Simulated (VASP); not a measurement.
# As (R-3m) in VASP: a series of runs

As is run at these levels: PBEsol; tasks: single point.

Everything below comes from runs of VASP 6.6.1. Logs are shortened: lines on timing, memory, paths and dates and some standing lists are left out, and cuts for length are marked.

### Step 1. The cell of the first run

Symmetry: R-3m, No. 166, trigonal system. The conventional cell has a = 3.724 Å, b = 3.724 Å, c = 10.542 Å, α = 90.00°, β = 90.00°, γ = 120.00°. As (site symmetry 3m) has 6 As at 2.49 to 3.12 Å within 3.3 Å.

### Step 2. Single point, PBEsol

File INCAR:

```
PREC = Accurate
ENCUT = 510
EDIFF = 1E-6
ISMEAR = -1
SIGMA = 0.05
LREAL = False
LASPH = True
NELM = 120
ALGO = Normal
ISIF = 2
LWAVE = False
LCHARG = False
GGA = PS
NBANDS = 22
GGA_COMPAT = False
```

File KPOINTS:

```
Automatic mesh
0
Gamma
  7 7 7
```

File POSCAR:

```
As
1.0
    1.8619889297      1.0750198097      3.5140619945
   -1.8619889297      1.0750198097      3.5140619945
    0.0000000000     -2.1500396196      3.5140619945
As
2
Direct
    0.2260000000      0.2260000000      0.2260000000
    0.7740000000      0.7740000000      0.7740000000
```

Potentials or basis: VASP PAW PBE potentials, release 64 (As_d).

Launch:

```sh
$ cat potpaw_PBE.64/As_d/POTCAR > POTCAR
$ mpirun -np 1 vasp_std > vasp.out
```

OUTCAR:

```text
PREC = Accurate
   ENCUT = 510
   EDIFF = 1E-6
   ISMEAR = -1
   LREAL = False
   LASPH = True
   NELM = 120
   ISIF = 2
   GGA = PS

 ion  position               nearest neighbor table
   1  0.226  0.226  0.226-   2 2.49   2 2.49   2 2.49
   2  0.774  0.774  0.774-   1 2.49   1 2.49   1 2.49

  LATTYP: Found a trigonal (rhomboedric) cell.
 ALAT       =     4.1196240201
 COS(alpha) =     0.5914276040

  Lattice vectors:

 A1 = (   1.8619889297,   1.0750198097,   3.5140619945)
 A2 = (  -1.8619889297,   1.0750198097,   3.5140619945)
 A3 = (   0.0000000000,  -2.1500396196,   3.5140619945)

Analysis of symmetry for initial positions (statically):
=====================================================================
 Subroutine PRICEL returns:
 Original cell was already a primitive cell.

 Routine SETGRP: Setting up the symmetry group for a
 trigonal (rhombohedral) supercell.

 Subroutine GETGRP returns: Found 12 space group operations
 (whereof 12 operations were pure point group operations)
 out of a pool of 12 trial point group operations.

The static configuration has the point symmetry D_3d.

Analysis of symmetry for dynamics (positions and initial velocities):
=====================================================================
 Subroutine PRICEL returns:
 Original cell was already a primitive cell.

 Routine SETGRP: Setting up the symmetry group for a
 trigonal (rhombohedral) supercell.

 Subroutine GETGRP returns: Found 12 space group operations
 (whereof 12 operations were pure point group operations)
 out of a pool of 12 trial point group operations.

The dynamic configuration has the point symmetry D_3d.

 Subroutine INISYM returns: Found 12 space group operations
 (whereof 12 operations are pure point group operations),
 and found     1 'primitive' translations

----------------------------------------------------------------------------------------

                                     Primitive cell

  volume of cell :      42.2041

  direct lattice vectors                    reciprocal lattice vectors
     1.861988930  1.075019810  3.514061995     0.268530061  0.155035903  0.094856987
    -1.861988930  1.075019810  3.514061995    -0.268530061  0.155035903  0.094856987
     0.000000000 -2.150039620  3.514061995     0.000000000 -0.310071805  0.094856987

  length of vectors
     4.119624020  4.119624020  4.119624020     0.324256646  0.324256646  0.324256646

  position of ions in fractional coordinates (direct lattice)
     0.226000000  0.226000000  0.226000000
     0.774000000  0.774000000  0.774000000

  ion indices of the primitive-cell ions
   primitive index   ion index
                 1           1
                 2           2

----------------------------------------------------------------------------------------

 KPOINTS: Automatic mesh

Automatic generation of k-mesh.
 Grid dimensions read from file:
 generate k-points for:    7    7    7

 Generating k-lattice:

  Cartesian coordinates                     Fractional coordinates (reciprocal lattice)
     0.038361437  0.022147986  0.013550998     0.142857143  0.000000000  0.000000000
    -0.038361437  0.022147986  0.013550998     0.000000000  0.142857143  0.000000000
     0.000000000 -0.044295972  0.013550998    -0.000000000 -0.000000000  0.142857143

  Length of vectors
     0.046322378  0.046322378  0.046322378

  Shift w.r.t. Gamma in fractional coordinates (k-lattice)
     0.000000000  0.000000000  0.000000000

 Subroutine IBZKPT returns following result:
 ===========================================

 Found     44 irreducible k-points:

 Following reciprocal coordinates:
            Coordinates               Weight
  0.000000  0.000000  0.000000      1.000000
  0.142857  0.000000  0.000000      6.000000
  0.285714  0.000000  0.000000      6.000000
  0.428571 -0.000000  0.000000      6.000000
  0.142857  0.142857  0.000000      6.000000
  0.285714  0.142857  0.000000     12.000000
[... 16 lines left out ...]
  0.285714  0.285714  0.142857      6.000000
  0.428571  0.285714  0.142857     12.000000
 [... further k-points ...]
   k-points           NKPTS =     44   k-points in BZ     NKDIM =     44   number of bands    NBANDS=     22
   number of dos      NEDOS =    301   number of ions     NIONS =      2
   total plane-waves  NPLWV =  27000
   dimension x,y,z NGX =    30 NGY =   30 NGZ =   30
   dimension x,y,z NGXF=    60 NGYF=   60 NGZF=   60
   ions per type =               2
   NGX,Y,Z   is equivalent  to a cutoff of  12.11, 12.11, 12.11 a.u.
   NGXF,Y,Z  is equivalent  to a cutoff of  24.21, 24.21, 24.21 a.u.
 SYSTEM =  unknown system
   PREC   = accura    normal or accurate (medium, high low for compatibility)
   ISTART =      0    job   : 0-new  1-cont  2-samecut
   ICHARG =      2    charge: 1-file 2-atom 10-const
   ISPIN  =      1    spin polarized calculation?
   LNONCOLLINEAR =      F non collinear calculations
   LSORBIT =      F    spin-orbit coupling
   LASPH  =      T    aspherical Exc in radial PAW
   ENCUT  =  510.0 eV  37.48 Ry    6.12 a.u.   7.59  7.59  7.59*2*pi/ulx,y,z
   NELM   =    120;   NELMIN=  2; NELMDL= -5     # of ELM steps
   EDIFF  = 0.1E-05   stopping-criterion for ELM
   LREAL  =      F    real-space projection
   EDIFFG = 0.1E-04   stopping-criterion for IOM
   NSW    =      0    number of steps for IOM
   IBRION =     -1    ionic relax: 0-MD 1-quasi-New 2-CG
   NFREE  =      0    steps in history (QN), initial steepest desc. (CG)
   ISIF   =      2    stress and relaxation
   ISYM   =      2    0-nonsym 1-usesym 2-fastsym
   POTIM  = 0.5000    time-step for ionic-motion
   TEBEG  =    0.0;   TEEND  =   0.0 temperature during run
   PSTRESS=    0.0 pullay stress
   NELECT =      30.0000    total number of electrons
   NUPDOWN=      -1.0000    fix difference up-down
   EMIN   =  10.00;   EMAX   =-10.00  energy-range for DOS
   EFERMI =   0.00;   METHOD = LEGACY
   ISMEAR =    -1;   SIGMA  =   0.05  broadening in eV -4-tet -1-fermi 0-gaus
   EFERMI_NEDOS =   21; number of points for ismear=-14 and -15
   IALGO  =     38    algorithm
   IMIX   =      4    mixing-type and parameters
     AMIX     =   0.40;   BMIX     =  1.00
     AMIX_MAG =   1.60;   BMIX_MAG =  1.00
  volume/ion in A,a.u.               =      21.10       142.40
  Fermi-wavevector in a.u.,A,eV,Ry     =   1.461046  2.760976 29.043743  2.134655
  Thomas-Fermi vector in A             =   2.577424
   LORBIT       =      0    0 simple, 1 ext, 2 COOP (PROOUT), +10 PAW based schemes
   GGA     = PS    functional components
   LHFCALC =     F    Hartree Fock is set to
   AEXX    =    0.0000 exact exchange contribution
   IVDW    =     0    specifies the selected vdW correction
   LEPSILON=     F    determine dielectric tensor
   LRPA    =     F    only Hartree local field effects (RPA)
 non-spin polarized calculation
  energy-cutoff  :      510.00
  volume of cell :       42.20
 maximum number of plane-waves:      1117
   NGX = 15   NGY = 15   NGZ = 15

 number of electron      29.9999985 magnetization

 Free energy of the ion-electron system (eV)
  ---------------------------------------------------
  ext. energy  EPLUGINS =         0.00000000
  ---------------------------------------------------
  free energy    TOTEN  =       -10.24710755 eV

  energy without entropy =      -10.24495478  energy(sigma->0) =      -10.24603117

 E-fermi :   3.8747     XC(G=0): -10.9492

 val. band max:        3.8280113479   @ k =   0.4286  -0.0000   0.0000
 cond. band min:       3.9202054008   @ k =   0.4286   0.2857   0.2857
 fundamental gap:      0.0921940529
 Fermi energy:         3.8746522472

 k-point     1 :       0.0000    0.0000    0.0000
  band No.  band energies     occupation
      1     -32.3991      2.00000
      2     -32.3991      2.00000
      3     -32.3484      2.00000
      4     -32.3484      2.00000
      5     -32.3166      2.00000
      6     -32.2723      2.00000
[... 14 lines left out ...]
     21      11.2568      0.00000
     22      12.6212      0.00000

 k-point     2 :       0.1429    0.0000    0.0000
  band No.  band energies     occupation
      1     -32.3968      2.00000
      2     -32.3927      2.00000
      3     -32.3462      2.00000
      4     -32.3436      2.00000
      5     -32.3147      2.00000
      6     -32.2755      2.00000
[... 14 lines left out ...]
     21      10.7023      0.00000
     22      14.1887      0.00000

 k-point     3 :       0.2857    0.0000    0.0000
  band No.  band energies     occupation
      1     -32.3912      2.00000
      2     -32.3751      2.00000
      3     -32.3413      2.00000
      4     -32.3311      2.00000
      5     -32.3091      2.00000
      6     -32.2845      2.00000
[... 14 lines left out ...]
     21      12.1507      0.00000
     22      16.4440      0.00000

 k-point     4 :       0.4286   -0.0000    0.0000
  band No.  band energies     occupation
      1     -32.3861      2.00000
      2     -32.3552      2.00000
      3     -32.3348      2.00000
      4     -32.3153      2.00000
      5     -32.3060      2.00000
      6     -32.2974      2.00000
[... 14 lines left out ...]
     21      14.4386      0.00000
     22      14.8691      0.00000

 k-point     5 :       0.1429    0.1429    0.0000
  band No.  band energies     occupation
      1     -32.3987      2.00000
      2     -32.3897      2.00000
      3     -32.3466      2.00000
      4     -32.3429      2.00000
      5     -32.3144      2.00000
      6     -32.2764      2.00000
[... 417 lines left out ...]
 k-point    22 :      -0.1429    0.1429    0.1429
  band No.  band energies     occupation
      1     -32.3958      2.00000
      2     -32.3722      2.00000
      3     -32.3429      2.00000
      4     -32.3306      2.00000
      5     -32.3088      2.00000
      6     -32.2857      2.00000
[... 14 lines left out ...]
     21      12.4760      0.00000
     22      15.5942      0.00000

 k-point    23 :       0.2857    0.2857    0.1429
  band No.  band energies     occupation
      1     -32.3962      2.00000
      2     -32.3848      2.00000
      3     -32.3454      2.00000
      4     -32.3412      2.00000
      5     -32.3131      2.00000
      6     -32.2776      2.00000
[... 14 lines left out ...]
     21      13.0298      0.00000
     22      14.3075      0.00000

 k-point    24 :       0.4286    0.2857    0.1429
  band No.  band energies     occupation
      1     -32.3927      2.00000
      2     -32.3743      2.00000
      3     -32.3408      2.00000
      4     -32.3347      2.00000
      5     -32.3097      2.00000
      6     -32.2840      2.00000
[... 14 lines left out ...]
     21      14.1824      0.00000
     22      14.4502      0.00000

 [... further k-points ...]

------------------------ aborting loop because EDIFF is reached ----------------------------------------

  FORCE on cell =-STRESS in cart. coord.  units (eV):
  Direction    XX          YY          ZZ          XY          YZ          ZX
  --------------------------------------------------------------------------------------
  -------------------------------------------------------------------------------------
  Total        0.7517447      0.7517447      0.2578816      0.0000000     -0.0000000     -0.0000000
  in kB       28.5382112     28.5382112      9.7898635      0.0000000     -0.0000000     -0.0000000
  external PRESSURE =      22.2887620 kB  Pullay stress =       0.0000000 kB

 VOLUME and BASIS-vectors are now :
 -----------------------------------------------------------------------------
  energy-cutoff  :      510.00
  volume of cell :       42.20
      direct lattice vectors                 reciprocal lattice vectors
     1.861988930  1.075019810  3.514061995     0.268530061  0.155035903  0.094856987
    -1.861988930  1.075019810  3.514061995    -0.268530061  0.155035903  0.094856987
     0.000000000 -2.150039620  3.514061995     0.000000000 -0.310071805  0.094856987

 POSITION                                       TOTAL-FORCE (eV/Angst)
 -----------------------------------------------------------------------------------
      0.00000     -0.00000      2.38253         0.000000     -0.000000      0.455358
      0.00000     -0.00000      8.15965         0.000000      0.000000     -0.455358
 -----------------------------------------------------------------------------------
    total drift:                               -0.000000     -0.000000      0.000000

  FREE ENERGIE OF THE ION-ELECTRON SYSTEM (eV)
  ---------------------------------------------------
  free  energy   TOTEN  =       -10.2471075542 eV

  energy  without entropy=      -10.2449547839  energy(sigma->0) =      -10.24603117
```

It took 18 s on 1 thread of Intel Xeon Platinum 8559C (Emerald Rapids), shared host; peak memory 0.17 GiB.

What came out:

```
Free energy            : -10.2471 eV
Pressure               : 2.2 GPa
Largest force          : 0.455 eV/Å
Band gap on the k mesh : zero (bands 15 and 16 overlap by 0.09 eV)
```

Forces in eV/Å, atoms in the order of the input:
```
As   0.000  0.000  0.455
As   0.000  0.000 -0.455
```

Stress tensor (GPa, compression positive):
```
2.85 0.00 0.00
0.00 2.85 0.00
0.00 0.00 0.98
```

Levels at points of the mesh, in eV from the Fermi level:
```
           k point  band 12  band 13  band 14  band 15  band 16  band 17  band 18  band 19
(0.00, 0.00, 0.00)    -5.75    -2.65    -2.05    -2.05     1.57     2.91     2.91     6.90
```

Caveat: the PAW data sets were made with another functional, which shifts forces and pressure a little.

### Step 3. Single point, PBEsol

This run uses another cell than the first one, of 20.87 Å³/atom.

File INCAR:

```
SYSTEM = As
PREC = Accurate
ENCUT = 510
EDIFF = 1E-6
ISMEAR = -1
SIGMA = 0.05
LREAL = .FALSE.
LASPH = .TRUE.
NELM = 120
ALGO = Normal
ISIF = 2
LWAVE = .FALSE.
LCHARG = .TRUE.
GGA = PS
LELF = .TRUE.
LVHAR = .TRUE.
NBANDS = 22
GGA_COMPAT = .FALSE.
```

File KPOINTS:

```
regular mesh
0
G
  9 9 9
  0 0 0
```

File POSCAR:

```
As
1.0
    1.8919324446      1.0923077061      3.3659656870
   -1.8919324446      1.0923077061      3.3659656870
    0.0000000000     -2.1846154123      3.3659656870
As
2
Direct
    0.2300109909      0.2300109909      0.2300109909
    0.7699890091      0.7699890091      0.7699890091
```

Potentials or basis: VASP PAW PBE potentials, release 64 (As_d).

Launch:

```sh
$ cat potpaw_PBE.64/As_d/POTCAR > POTCAR
$ mpirun -np 1 vasp_std > vasp.out
```

Wall time 78 s (1 thread of Intel Xeon Platinum 8259CL at 2.50GHz (Skylake/Cascade Lake), shared host); peak memory 0.2 GiB.

The run converged. Its results:

| Item | Value |
| --- | --- |
| Free energy | -10.2578 eV |
| Pressure | 0.3 GPa |
| Largest force | 0.009 eV/Å |

Forces in eV/Å, atoms in the order of the input:
```
As   0.000  0.000  0.009
As   0.000  0.000 -0.009
```

Levels at points of the mesh, in eV from the Fermi level:
```tsv
k point	band 11	band 12	band 13	band 14	band 15	band 16	band 17	band 18	band 19	band 20
(0.00, 0.00, 0.00)	-15.13	-5.54	-2.34	-2.06	-2.06	2.10	3.14	3.14	6.52	6.52
```

Caveat: the PAW data sets were made with another functional, which shifts forces and pressure a little.

### Step 4. Single point, PBEsol

This run uses another cell than the first one, of 20.68 Å³/atom.

File INCAR:

```
PREC = Accurate
ENCUT = 510
EDIFF = 1E-6
ISMEAR = -1
SIGMA = 0.05
LREAL = F
LASPH = T
NELM = 120
ALGO = Normal
ISIF = 2
LWAVE = F
LCHARG = F
GGA = PS
NBANDS = 22
GGA_COMPAT = F
```

File KPOINTS:

```
regular mesh
0
Gamma
  7 7 7
```

File POSCAR:

```
As
1.0
    1.8431809607      1.0641610238      3.5140619945
   -1.8431809607      1.0641610238      3.5140619945
    0.0000000000     -2.1283220477      3.5140619945
As
2
Direct
    0.2260000000      0.2260000000      0.2260000000
    0.7740000000      0.7740000000      0.7740000000
```

Potentials or basis: VASP PAW PBE potentials, release 64 (As_d).

Launch:

```sh
$ cat potpaw_PBE.64/As_d/POTCAR > POTCAR
$ mpirun -np 1 vasp_std > vasp.out
```

OUTCAR:

```text
PREC = Accurate
   ENCUT = 510
   EDIFF = 1E-6
   ISMEAR = -1
   LREAL = F
   LASPH = T
   NELM = 120
   ISIF = 2
   GGA = PS

 ion  position               nearest neighbor table
   1  0.226  0.226  0.226-   2 2.47   2 2.47   2 2.47
   2  0.774  0.774  0.774-   1 2.47   1 2.47   1 2.47

  LATTYP: Found a trigonal (rhomboedric) cell.
 ALAT       =     4.1083313449
 COS(alpha) =     0.5974359201

  Lattice vectors:

[... 783 lines left out ...]
     22      14.6987      0.00000

 [... further k-points ...]

------------------------ aborting loop because EDIFF is reached ----------------------------------------

  FORCE on cell =-STRESS in cart. coord.  units (eV):
  Direction    XX          YY          ZZ          XY          YZ          ZX
  --------------------------------------------------------------------------------------
  -------------------------------------------------------------------------------------
  Total        1.3434422      1.3434422      0.6035310      0.0000000     -0.0000000      0.0000000
  in kB       52.0467432     52.0467432     23.3815958      0.0000000     -0.0000000      0.0000000
  external PRESSURE =      42.4916941 kB  Pullay stress =       0.0000000 kB

 VOLUME and BASIS-vectors are now :
 -----------------------------------------------------------------------------
  energy-cutoff  :      510.00
  volume of cell :       41.36
      direct lattice vectors                 reciprocal lattice vectors
     1.843180961  1.064161024  3.514061995     0.271270163  0.156617902  0.094856987
    -1.843180961  1.064161024  3.514061995    -0.271270163  0.156617902  0.094856987
     0.000000000 -2.128322048  3.514061995     0.000000000 -0.313235803  0.094856987

 POSITION                                       TOTAL-FORCE (eV/Angst)
 -----------------------------------------------------------------------------------
      0.00000     -0.00000      2.38253         0.000000     -0.000000      0.582245
      0.00000     -0.00000      8.15965         0.000000      0.000000     -0.582245
 -----------------------------------------------------------------------------------
    total drift:                               -0.000000     -0.000000      0.000000

  FREE ENERGIE OF THE ION-ELECTRON SYSTEM (eV)
  ---------------------------------------------------
  free  energy   TOTEN  =       -10.2262306244 eV

  energy  without entropy=      -10.2246123382  energy(sigma->0) =      -10.22542148
```

OSZICAR:

```text
N       E                     dE             d eps       ncg     rms          rms(c)
DAV:   1     0.194114221652E+03    0.19411E+03   -0.13081E+04  2526   0.665E+03
DAV:   2     0.179269805321E+02   -0.17619E+03   -0.16787E+03  1990   0.870E+02
DAV:   3    -0.896028331280E+01   -0.26887E+02   -0.26342E+02  2116   0.147E+02
DAV:   4    -0.102568988379E+02   -0.12966E+01   -0.12945E+01  2250   0.377E+01
DAV:   5    -0.102808139002E+02   -0.23915E-01   -0.23914E-01  2218   0.613E+00    0.433E+00
DAV:   6    -0.102440915513E+02    0.36722E-01   -0.11902E-02  2456   0.116E+00    0.252E+00
DAV:   7    -0.102260513065E+02    0.18040E-01   -0.16229E-02  2628   0.122E+00    0.939E-02
DAV:   8    -0.102262236754E+02   -0.17237E-03   -0.10782E-03  2220   0.417E-01    0.205E-02
DAV:   9    -0.102262298150E+02   -0.61396E-05   -0.14163E-05  2286   0.400E-02    0.621E-03
DAV:  10    -0.102262306244E+02   -0.80939E-06   -0.17606E-06  1902   0.175E-02
   1 F= -.10226231E+02 E0= -.10225421E+02  d E =-.161829E-02
```

It took 62 s on 1 thread of Intel Xeon Platinum 8259CL at 2.50GHz (Skylake/Cascade Lake), shared host; peak memory 0.18 GiB.

Results:

| Property | Result |
| --- | --- |
| Free energy | -10.2262 eV |
| Pressure | 4.2 GPa |
| Largest force | 0.582 eV/Å |
| Band gap on the k mesh | zero (bands 15 and 16 overlap by 0.17 eV) |

Forces on the atoms (eV/Å):
```
As   0.000  0.000  0.582
As   0.000  0.000 -0.582
```

Stress tensor (GPa, compression positive):
```
5.20 0.00 0.00
0.00 5.20 0.00
0.00 0.00 2.34
```

Caveat: the cell stands under pressure; the PAW data sets were made with another functional, which shifts forces and pressure a little.

### Step 5. Overview

| cell | k mesh | gap on the mesh (eV) | pressure (GPa) | largest force (eV/Å) |
| --- | --- | --- | --- | --- |
| a = 4.120 Å, angles 53.7°, 2 atoms, atomic positions A | 7 × 7 × 7 | none | 2.2 | 0.46 |
| a = 4.013 Å, angles 56.3°, 2 atoms, atomic positions B | 9 × 9 × 9 | - | 0.3 | 0.01 |
| a = 4.108 Å, angles 53.3°, 2 atoms, atomic positions A | 7 × 7 × 7 | none | 4.2 | 0.58 |

Alike in all rows: task single point; level PBEsol; potentials or basis VASP PAW PBE potentials, release 64 (As_d); no spin polarisation; cutoff (eV) 510; smearing fermi-dirac 0.05 eV.

Caveats: the PAW data sets were made with another functional, which shifts forces and pressure a little; the cell stands under pressure (at least some runs).

Absolute energies hang on the potentials; compare differences alone.

The gap in the log of VASP goes by the Fermi energy; the results here count the filled bands.